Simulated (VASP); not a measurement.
# WS2 (R3m) in VASP: notebook, part 2 of 2

VASP 6.6.1. Earlier steps stand in the parts before.

## Step 4: Single point, r2SCAN, collinear spin

The input, POSCAR:

```
WS2
1.0
    1.5790001700      0.9116361700      6.1633291500
   -1.5790001700      0.9116361700      6.1633291500
    0.0000000000     -1.8232723400      6.1633291500
W S
1 2
Direct
    0.0000000000      0.0000000000      0.0000000000
    0.7503000000      0.7503000000      0.7503000000
    0.5810000000      0.5810000000      0.5810000000
```

The input, INCAR.step1:

```
SYSTEM = WS2
PREC = Accurate
ENCUT = 520
ISMEAR = 0
SIGMA = 0.05
LREAL = .False.
LASPH = .True.
NELM = 150
ISPIN = 2
MAGMOM = 0.5 0 0
LMAXMIX = 4
NBANDS = 24
GGA = PE
ALGO = Normal
EDIFF = 1E-4
LWAVE = .True.
LCHARG = .False.
```

The input, INCAR.step2:

```
SYSTEM = WS2
PREC = Accurate
ENCUT = 520
EDIFF = 1E-6
ISMEAR = 0
SIGMA = 0.05
LREAL = .False.
LASPH = .True.
NELM = 150
ALGO = Normal
ISIF = 2
LWAVE = .False.
LCHARG = .True.
ISPIN = 2
MAGMOM = 0.5 0 0
LORBIT = 11
LMAXMIX = 4
METAGGA = R2SCAN
LMIXTAU = .True.
LELF = .True.
LVHAR = .True.
NBANDS = 24
ISTART = 1
```

The input, KPOINTS:

```
Automatic mesh
0
Gamma
  7 7 7
  0 0 0
```

Potentials or basis: VASP PAW PBE potentials, release 64 (W_sv, S).

Started as:

```bash
$ cat potpaw_PBE.64/W_sv/POTCAR potpaw_PBE.64/S/POTCAR > POTCAR
$ cp INCAR.step1 INCAR
$ mpirun -np 1 vasp_std > vasp.out
$ cp INCAR.step2 INCAR
$ mpirun -np 1 vasp_std > vasp.out
```

OUTCAR:

```text
SYSTEM = WS2
   PREC = Accurate
   ENCUT = 520
   EDIFF = 1E-6
   ISMEAR = 0
   LREAL = .False.
   LASPH = .True.
   NELM = 150
   ISIF = 2
   ISPIN = 2
   LORBIT = 11
   METAGGA = R2SCAN
   ISTART = 1

 ion  position               nearest neighbor table
   1  0.000  0.000  0.000-   2 2.39   2 2.39   2 2.39   3 2.42   3 2.42   3 2.42
   2  0.750  0.750  0.750-   1 2.39   1 2.39   1 2.39
   3  0.581  0.581  0.581-   1 2.42   1 2.42   1 2.42

  LATTYP: Found a trigonal (rhomboedric) cell.
 ALAT       =     6.4273593532
 COS(alpha) =     0.8792939097

  Lattice vectors:

 A1 = (   1.5790001700,   0.9116361700,   6.1633291500)
 A2 = (  -1.5790001700,   0.9116361700,   6.1633291500)
 A3 = (   0.0000000000,  -1.8232723400,   6.1633291500)

Analysis of symmetry for initial positions (statically):
=====================================================================
 Subroutine PRICEL returns:
 Original cell was already a primitive cell.

 Routine SETGRP: Setting up the symmetry group for a
 trigonal (rhombohedral) supercell.

 Subroutine GETGRP returns: Found  6 space group operations
 (whereof  6 operations were pure point group operations)
 out of a pool of 12 trial point group operations.

The static configuration has the point symmetry C_3v.

Analysis of symmetry for dynamics (positions and initial velocities):
=====================================================================
 Subroutine PRICEL returns:
 Original cell was already a primitive cell.

 Routine SETGRP: Setting up the symmetry group for a
 trigonal (rhombohedral) supercell.

 Subroutine GETGRP returns: Found  6 space group operations
 (whereof  6 operations were pure point group operations)
 out of a pool of 12 trial point group operations.

The dynamic configuration has the point symmetry C_3v.

Analysis of structural, dynamic, and magnetic symmetry:
=====================================================================
 Subroutine PRICEL returns:
 Original cell was already a primitive cell.

 Routine SETGRP: Setting up the symmetry group for a
 trigonal (rhombohedral) supercell.

 Subroutine GETGRP returns: Found  6 space group operations
 (whereof  6 operations were pure point group operations)
 out of a pool of 12 trial point group operations.

The overall configuration has the point symmetry C_3v.

 Subroutine INISYM returns: Found  6 space group operations
 (whereof  6 operations are pure point group operations),
 and found     1 'primitive' translations

----------------------------------------------------------------------------------------

                                     Primitive cell

  volume of cell :      53.2317

  direct lattice vectors                    reciprocal lattice vectors
     1.579000170  0.911636170  6.163329150     0.316656077  0.182821472  0.054083325
    -1.579000170  0.911636170  6.163329150    -0.316656077  0.182821472  0.054083325
     0.000000000 -1.823272340  6.163329150     0.000000000 -0.365642944  0.054083325

  length of vectors
     6.427359353  6.427359353  6.427359352     0.369621114  0.369621114  0.369621115

  position of ions in fractional coordinates (direct lattice)
     0.000000000  0.000000000  0.000000000
     0.750300000  0.750300000  0.750300000
     0.581000000  0.581000000  0.581000000
[... 68 lines left out ...]
 SYSTEM =  WS2
   PREC   = accura    normal or accurate (medium, high low for compatibility)
   ISTART =      1    job   : 0-new  1-cont  2-samecut
   ICHARG =      0    charge: 1-file 2-atom 10-const
   ISPIN  =      2    spin polarized calculation?
   LNONCOLLINEAR =      F non collinear calculations
   LSORBIT =      F    spin-orbit coupling
   LASPH  =      T    aspherical Exc in radial PAW
   ENCUT  =  520.0 eV  38.22 Ry    6.18 a.u.  11.95 11.95 11.95*2*pi/ulx,y,z
   NELM   =    150;   NELMIN=  2; NELMDL=  0     # of ELM steps
   EDIFF  = 0.1E-05   stopping-criterion for ELM
   LREAL  =      F    real-space projection
[... 7 lines left out ...]
   TEBEG  =    0.0;   TEEND  =   0.0 temperature during run
   PSTRESS=    0.0 pullay stress
   NELECT =      26.0000    total number of electrons
   NUPDOWN=      -1.0000    fix difference up-down
   EMIN   =  10.00;   EMAX   =-10.00  energy-range for DOS
   EFERMI =   0.00;   METHOD = LEGACY
   ISMEAR =     0;   SIGMA  =   0.05  broadening in eV -4-tet -1-fermi 0-gaus
   EFERMI_NEDOS =   21; number of points for ismear=-14 and -15
   IALGO  =     38    algorithm
   IMIX   =      4    mixing-type and parameters
     AMIX     =   0.40;   BMIX     =  1.00
     AMIX_MAG =   1.60;   BMIX_MAG =  1.00
  volume/ion in A,a.u.               =      17.74       119.74
  Fermi-wavevector in a.u.,A,eV,Ry     =   1.289266  2.436359 22.615694  1.662207
  Thomas-Fermi vector in A             =   2.421169
   LORBIT       =     11    0 simple, 1 ext, 2 COOP (PROOUT), +10 PAW based schemes
   METAGGA = R2SCAN    functional components
   LHFCALC =     F    Hartree Fock is set to
   AEXX    =    0.0000 exact exchange contribution
   IVDW    =     0    specifies the selected vdW correction
   LEPSILON=     F    determine dielectric tensor
   LRPA    =     F    only Hartree local field effects (RPA)
 spin polarized calculation
 Gauss-broadening in eV      SIGMA  =   0.05
  energy-cutoff  :      520.00
  volume of cell :       53.23
 maximum number of plane-waves:      1442
   NGX = 23   NGY = 23   NGZ = 23

 number of electron      26.0000001 magnetization      -0.0000000

 number of electron      26.0000001 magnetization       0.0000000

 Free energy of the ion-electron system (eV)
  ---------------------------------------------------
  ext. energy  EPLUGINS =         0.00000000
  ---------------------------------------------------
  free energy    TOTEN  =       -70.04747673 eV

  energy without entropy =      -70.04747673  energy(sigma->0) =      -70.04747673

 E-fermi :   7.7125     XC(G=0): -11.6647

 val. band max:        7.3492040218   @ k =   0.4286   0.4286   0.4286
 cond. band min:       8.6107005742   @ k =  -0.1429   0.1429   0.0000
 fundamental gap:      1.2614965524
 Fermi energy:         7.7125072384

 spin component 1

 k-point     1 :       0.0000    0.0000    0.0000
  band No.  band energies     occupation
      1     -69.2499      1.00000
      2     -32.8596      1.00000
      3     -32.6771      1.00000
      4     -32.6771      1.00000
      5      -9.0329      1.00000
      6      -6.9645      1.00000
[... 637 lines left out ...]
     23      19.2145      0.00000
     24      19.9783      0.00000

 [... further k-points ...]

 spin component 2

 k-point     1 :       0.0000    0.0000    0.0000
  band No.  band energies     occupation
      1     -69.2499      1.00000
      2     -32.8596      1.00000
      3     -32.6771      1.00000
      4     -32.6771      1.00000
      5      -9.0329      1.00000
      6      -6.9645      1.00000
[... 637 lines left out ...]
     23      19.2145      0.00000
     24      19.9783      0.00000

 [... further k-points ...]

------------------------ aborting loop because EDIFF is reached ----------------------------------------

  FORCE on cell =-STRESS in cart. coord.  units (eV):
  Direction    XX          YY          ZZ          XY          YZ          ZX
  --------------------------------------------------------------------------------------
  -------------------------------------------------------------------------------------
  Total        1.0507534      1.0507534      0.6412158     -0.0000000      0.0000000      0.0000000
  in kB       31.6257665     31.6257663     19.2994304     -0.0000000      0.0000000      0.0000000
  external PRESSURE =      27.5169878 kB  Pullay stress =       0.0000000 kB

 VOLUME and BASIS-vectors are now :
 -----------------------------------------------------------------------------
  energy-cutoff  :      520.00
  volume of cell :       53.23
      direct lattice vectors                 reciprocal lattice vectors
     1.579000170  0.911636170  6.163329150     0.316656077  0.182821472  0.054083325
    -1.579000170  0.911636170  6.163329150    -0.316656077  0.182821472  0.054083325
     0.000000000 -1.823272340  6.163329150     0.000000000 -0.365642944  0.054083325

 POSITION                                       TOTAL-FORCE (eV/Angst)
 -----------------------------------------------------------------------------------
      0.00000      0.00000      0.00000         0.000000     -0.000000     -0.620844
      0.00000      0.00000     13.87304         0.000000      0.000000      0.277811
      0.00000      0.00000     10.74268         0.000000      0.000000      0.343033
 -----------------------------------------------------------------------------------
    total drift:                                0.000000      0.000000      0.000008

  FREE ENERGIE OF THE ION-ELECTRON SYSTEM (eV)
  ---------------------------------------------------
  free  energy   TOTEN  =       -70.0474767298 eV

  energy  without entropy=      -70.0474767298  energy(sigma->0) =      -70.04747673

 total charge

# of ion       s       p       d       tot
------------------------------------------
    1        2.314   6.338   3.371  12.023
    2        1.351   2.402   0.000   3.753
    3        1.353   2.385   0.000   3.738
--------------------------------------------------
tot          5.017  11.125   3.371  19.513

 magnetization (x)

# of ion       s       p       d       tot
------------------------------------------
    1        0.000   0.000  -0.000  -0.000
    2       -0.000   0.000   0.000   0.000
    3       -0.000   0.000   0.000   0.000
--------------------------------------------------
tot         -0.000   0.000  -0.000   0.000
```

Wall time 7.8 min (1 thread of Intel Xeon 6975P-C (Granite Rapids), shared host); peak memory 0.5 GiB.

Results:

| Property | Result |
| --- | --- |
| Free energy | -70.0475 eV |
| Pressure | 2.8 GPa |
| Largest force | 0.621 eV/Å |
| Band gap on the k mesh | 1.26 eV (least direct gap 2.46 eV) |
| Net moment | 0.00 μB per cell |
| Valence electrons inside the program's atomic spheres | W 12.02; S 3.75, 3.74 |

Forces on the atoms (eV/Å):
```
W    0.000  0.000 -0.621
S    0.000  0.000  0.278
S    0.000  0.000  0.343
```

Stress tensor (GPa, compression positive):
```
3.16 0.00 0.00
0.00 3.16 0.00
0.00 0.00 1.93
```

Caveat: the PAW data sets were made with another functional, which shifts forces and pressure a little; spin-orbit coupling is left out, which moves the levels of the heavy elements; an odd mesh through Γ misses points on the zone boundary, where band edges can lie.

## Step 5: The runs side by side

```csv
level,spin,U,gap on the mesh (eV),pressure (GPa),moment (μB),largest force (eV/Å)
PBEsol+U,off,W d U = 6.0 eV,1.13,4.8,-,0.86
PBEsol,collinear,-,1.11,-0.5,0.00,0.60
r2SCAN,collinear,-,1.26,2.8,0.00,0.62
```

Alike in all rows: task single point; potentials or basis VASP PAW PBE potentials, release 64 (W_sv, S); cell as given; k mesh 7 × 7 × 7; cutoff (eV) 520; smearing gaussian 0.05 eV.

On the cell as given the gap runs from 1.11 eV (PBEsol) to 1.26 eV (r2SCAN). The pressure there spans -0.5 GPa (PBEsol) to 4.8 GPa (PBEsol+U); a positive pressure means that this level wants a larger cell, a negative one a smaller.

Caveats: the PAW data sets were made with another functional, which shifts forces and pressure a little; spin-orbit coupling is left out, which moves the levels of the heavy elements; an odd mesh through Γ misses points on the zone boundary, where band edges can lie; the cell stands under pressure (at least some runs).

Total energies depend on the potentials used, so only differences within one code and one set of settings carry meaning.
